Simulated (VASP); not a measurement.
# AlNi (P4/mmm) in VASP: vibrations by perturbation theory with PBEsol

Aim: the vibrations by perturbation theory of AlNi with PBEsol.

Everything below comes from runs of VASP 6.6.1. Logs are shortened: lines on timing, memory, paths and dates and some standing lists are left out, and cuts for length are marked.

### 1 The cell of the first run

The structure is tetragonal, space group P4/mmm (No. 123). Conventional cell: a = 2.858 Å, b = 2.858 Å, c = 2.869 Å, α = 90.00°, β = 90.00°, γ = 90.00°. Within 3.3 Å of Al (site symmetry 4/mmm) lie 8 Ni at 2.48 Å and 6 Al at 2.86 to 2.87 Å. Ni (site symmetry 4/mmm) has 8 Al at 2.48 Å and 6 Ni at 2.86 to 2.87 Å within 3.3 Å.

### 2 Vibrations by perturbation theory, PBEsol

File INCAR:

```
PREC     = Accurate       # precision mode
ENCUT    = 520            # plane-wave cutoff, eV
EDIFF    = 1E-8           # SCF threshold, eV
ISMEAR   = 0              # smearing method
SIGMA    = 0.15           # smearing width, eV
LREAL    = False          # projectors in reciprocal space
LASPH    = True           # aspherical terms in the spheres
NELM     = 100            # most SCF steps
ALGO     = Fast           # electronic algorithm
ISIF     = 2              # what is computed and relaxed
LWAVE    = False          # write WAVECAR
LCHARG   = False          # write CHGCAR
GGA      = PS             # functional
IBRION   = 8              # ionic algorithm
NSW      = 1              # ionic steps
```

File KPOINTS:

```
regular mesh
0
Gamma
  16 16 16
```

File POSCAR:

```
AlNi
1.0
    2.0211996418     -2.0211459310      0.0000000000
    2.0211996418      2.0211459310      0.0000000000
    0.0000000000      0.0000000000      2.8688666946
Al Ni
1 1
Direct
    0.0000000000      0.0000000000      0.0000000000
    0.5000000000      0.5000000000      0.5000000000
```

Potentials or basis: VASP PAW PBE potentials, release 64 (Al, Ni).

Run with:

```console
> cat potpaw_PBE.64/Al/POTCAR potpaw_PBE.64/Ni/POTCAR > POTCAR
> mpirun -np 1 vasp_std > vasp.out
```

OUTCAR:

```text
PREC = Accurate
   ENCUT = 520
   EDIFF = 1E-8
   ISMEAR = 0
   LREAL = False
   LASPH = True
   NELM = 100
   ISIF = 2
   GGA = PS
   IBRION = 8
   NSW = 1

 ion  position               nearest neighbor table
   1  0.000  0.000  0.000-   2 2.48   2 2.48   2 2.48   2 2.48   2 2.48   2 2.48   2 2.48   2 2.48

   2  0.500  0.500  0.500-   1 2.48   1 2.48   1 2.48   1 2.48   1 2.48   1 2.48   1 2.48   1 2.48

  LATTYP: Found a base centered orthorhombic cell.
 ALAT       =     4.0422918620
 B/A-ratio  =     1.0000265744
 C/A-ratio  =     0.7097129036

  Lattice vectors:

 A1 = (  -2.0211996418,  -2.0211459310,   0.0000000000)
 A2 = (   2.0211996418,  -2.0211459310,   0.0000000000)
 A3 = (   0.0000000000,   0.0000000000,   2.8688666946)

Analysis of symmetry for initial positions (statically):
=====================================================================
 Subroutine PRICEL returns:
 Original cell was already a primitive cell.

 Routine SETGRP: Setting up the symmetry group for a
 base centered orthorhombic supercell.

 Subroutine GETGRP returns: Found  8 space group operations
 (whereof  8 operations were pure point group operations)
 out of a pool of  8 trial point group operations.

The static configuration has the point symmetry D_2h.

Analysis of symmetry for dynamics (positions and initial velocities):
=====================================================================
 Subroutine PRICEL returns:
 Original cell was already a primitive cell.

 Routine SETGRP: Setting up the symmetry group for a
 base centered orthorhombic supercell.

 Subroutine GETGRP returns: Found  8 space group operations
 (whereof  8 operations were pure point group operations)
 out of a pool of  8 trial point group operations.

The dynamic configuration has the point symmetry D_2h.

 Subroutine INISYM returns: Found  8 space group operations
 (whereof  8 operations are pure point group operations),
 and found     1 'primitive' translations

----------------------------------------------------------------------------------------

                                     Primitive cell

  volume of cell :      23.4394

  direct lattice vectors                    reciprocal lattice vectors
     2.021199642 -2.021145931  0.000000000     0.247377839 -0.247384413  0.000000000
     2.021199642  2.021145931  0.000000000     0.247377839  0.247384413  0.000000000
     0.000000000  0.000000000  2.868866695     0.000000000  0.000000000  0.348569699

  length of vectors
     2.858369967  2.858369967  2.868866695     0.349849744  0.349849744  0.348569699

  position of ions in fractional coordinates (direct lattice)
     0.000000000  0.000000000  0.000000000
     0.500000000  0.500000000  0.500000000

  ion indices of the primitive-cell ions
   primitive index   ion index
                 1           1
                 2           2

----------------------------------------------------------------------------------------

 KPOINTS: regular mesh

Automatic generation of k-mesh.
 Grid dimensions read from file:
 generate k-points for:   16   16   16

 Generating k-lattice:

  Cartesian coordinates                     Fractional coordinates (reciprocal lattice)
     0.015461115 -0.015461526  0.000000000     0.062500000  0.000000000  0.000000000
     0.015461115  0.015461526  0.000000000     0.000000000  0.062500000  0.000000000
     0.000000000  0.000000000  0.021785606     0.000000000  0.000000000  0.062500000

  Length of vectors
     0.021865609  0.021865609  0.021785606

  Shift w.r.t. Gamma in fractional coordinates (k-lattice)
[... 93 lines left out ...]

 number of electron      13.0000011 magnetization

 Free energy of the ion-electron system (eV)
  ---------------------------------------------------
  ext. energy  EPLUGINS =         0.00000000
  ---------------------------------------------------
  free energy    TOTEN  =       -11.59123074 eV

  energy without entropy =      -11.58272210  energy(sigma->0) =      -11.58697642

 E-fermi :  10.1657     XC(G=0): -12.2633

 val. band max:       10.1653600720   @ k =   0.1875   0.1875   0.3750
 cond. band min:      10.1672117422   @ k =   0.4375   0.3125   0.5000
 fundamental gap:      0.0018516702
 Fermi energy:        10.1657185875

 k-point     1 :       0.0000    0.0000    0.0000
  band No.  band energies     occupation
      1      -1.1153      2.00000
      2       6.8284      2.00000
      3       6.8320      2.00000
      4       8.5772      2.00000
      5       8.5773      2.00000
      6       8.5882      2.00000
      7      15.6559      0.00000
      8      15.7887      0.00000
      9      15.7888      0.00000
     10      18.3840      0.00000
[... 287 lines left out ...]
 k-point    24 :      -0.0625    0.0625    0.0000
  band No.  band energies     occupation
      1      -0.9691      2.00000
      2       6.8362      2.00000
      3       6.8523      2.00000
      4       8.5218      2.00000
      5       8.5396      2.00000
      6       8.5563      2.00000
      7      14.9063      0.00000
      8      15.2450      0.00000
      9      15.8499      0.00000
     10      18.7358      0.00000

 [... further k-points ...]

------------------------ aborting loop because EDIFF is reached ----------------------------------------

  FORCE on cell =-STRESS in cart. coord.  units (eV):
  Direction    XX          YY          ZZ          XY          YZ          ZX
  --------------------------------------------------------------------------------------
  -------------------------------------------------------------------------------------
  Total        0.0468879      0.0478701     -0.0012566     -0.0000000      0.0000000      0.0000000
  in kB        3.2049727      3.2721062     -0.0858912     -0.0000000      0.0000000      0.0000000
  external PRESSURE =       2.1303959 kB  Pullay stress =       0.0000000 kB

 VOLUME and BASIS-vectors are now :
 -----------------------------------------------------------------------------
  energy-cutoff  :      520.00
  volume of cell :       23.44
      direct lattice vectors                 reciprocal lattice vectors
     2.021199642 -2.021145931  0.000000000     0.247377839 -0.247384413  0.000000000
     2.021199642  2.021145931  0.000000000     0.247377839  0.247384413  0.000000000
     0.000000000  0.000000000  2.868866695     0.000000000  0.000000000  0.348569699

 POSITION                                       TOTAL-FORCE (eV/Angst)
 -----------------------------------------------------------------------------------
      0.00000      0.00000      0.00000         0.000000      0.000000      0.000000
      2.02120      0.00000      1.43443        -0.000000      0.000000      0.000000
 -----------------------------------------------------------------------------------
    total drift:                                0.000000     -0.000000     -0.000000

  FREE ENERGIE OF THE ION-ELECTRON SYSTEM (eV)
  ---------------------------------------------------
  free  energy   TOTEN  =       -11.5912307427 eV

  energy  without entropy=      -11.5827221014  energy(sigma->0) =      -11.58697642

[... ionic steps 2 to 3 ...]

--------------------------------------- Ionic step        4  -------------------------------------------

------------------------ aborting loop because EDIFF is reached ----------------------------------------

--------------------------------------- Ionic step        5  -------------------------------------------
[... 13 lines left out ...]
------------------------ aborting loop because EDIFF is reached ----------------------------------------

--------------------------------------- Ionic step        9  -------------------------------------------

 Free energy of the ion-electron system (eV)
  ---------------------------------------------------
  ---------------------------------------------------
  free energy    TOTEN  =        -0.18539606 eV

  energy without entropy =       -0.18539606

------------------------ aborting loop because EDIFF is reached ----------------------------------------

 INTERNAL STRAIN TENSOR  FOR ION    2  DIRECTION 3   (eV/Angst):
 -----------------------------------------------------------------------------
     0.00916  0.00000  0.00000
     0.00000  0.00916  0.00000
     0.00000  0.00000  0.03152

 INTERNAL STRAIN TENSOR FOR ION    2 for displacements in x,y,z  (eV/Angst):
          X           Y           Z          XY          YZ          ZX
  --------------------------------------------------------------------------------
  x     0.00000     0.00000     0.00000     0.00000     0.00000     0.00000
  y     0.00000     0.00000     0.00000     0.00000     0.00000     0.00000
  z     0.00000     0.00000     0.00000     0.00000     0.00000     0.00000

 SECOND DERIVATIVES (NOT SYMMETRIZED)
 ------------------------------------
               1X          1Y          1Z          2X          2Y          2Z
  1X    -6.254216    0.000000    0.000000    6.254216    0.000000    0.000000
  1Y     0.000000   -6.255738    0.000000    0.000000    6.255738    0.000000
  1Z     0.000000    0.000000   -6.265995    0.000000    0.000000    6.265995
  2X     6.286870    0.000000    0.000000   -6.286870    0.000000    0.000000
  2Y     0.000000    6.288063    0.000000    0.000000   -6.288063    0.000000
  2Z     0.000000    0.000000    6.298272    0.000000    0.000000   -6.298272

 Eigenvectors and eigenvalues of the dynamical matrix
 ----------------------------------------------------

   1 f  =    9.109696 THz    57.237909 2PiTHz  303.866755 cm-1    37.674659 meV
             X         Y         Z           dx          dy          dz
      0.000000  0.000000  0.000000     0.000000    0.000000   -0.827014
      2.021200  0.000000  1.434433     0.000000   -0.000000    0.562181
[... 21 lines left out ...]
   6 f/i=    0.011018 THz     0.069227 2PiTHz    0.367516 cm-1     0.045566 meV
             X         Y         Z           dx          dy          dz
      0.000000  0.000000  0.000000    -0.562194    0.000000    0.000000
      2.021200  0.000000  1.434433    -0.827005    0.000000    0.000000

--------------------------------------------------------------------------------------------------------

 ELASTIC MODULI CONTR FROM IONIC RELAXATION (kBar)
 Direction    XX          YY          ZZ          XY          YZ          ZX
 --------------------------------------------------------------------------------
 XX           0.0000      0.0000      0.0000      0.0000      0.0000      0.0000
 YY           0.0000      0.0000      0.0000      0.0000      0.0000      0.0000
 ZZ           0.0000      0.0000      0.0000      0.0000      0.0000      0.0000
 XY           0.0000      0.0000      0.0000      0.0000      0.0000      0.0000
 YZ           0.0000      0.0000      0.0000      0.0000      0.0000      0.0000
 ZX           0.0000      0.0000      0.0000      0.0000      0.0000      0.0000
 --------------------------------------------------------------------------------
```

Wall time 6.9 min (1 thread of Intel Xeon 6975P-C (Granite Rapids), shared host); peak memory 0.46 GiB.

Results:

| Item | Value |
| --- | --- |
| Highest phonon frequency at Γ | 304 cm⁻¹ |

Phonon frequencies in cm⁻¹ (negative: imaginary):
```
              q point        frequencies
(0.000, 0.000, 0.000)  0 0 0 304 304 304
```

Caveat: the PAW data sets were made with another functional, which shifts forces and pressure a little.
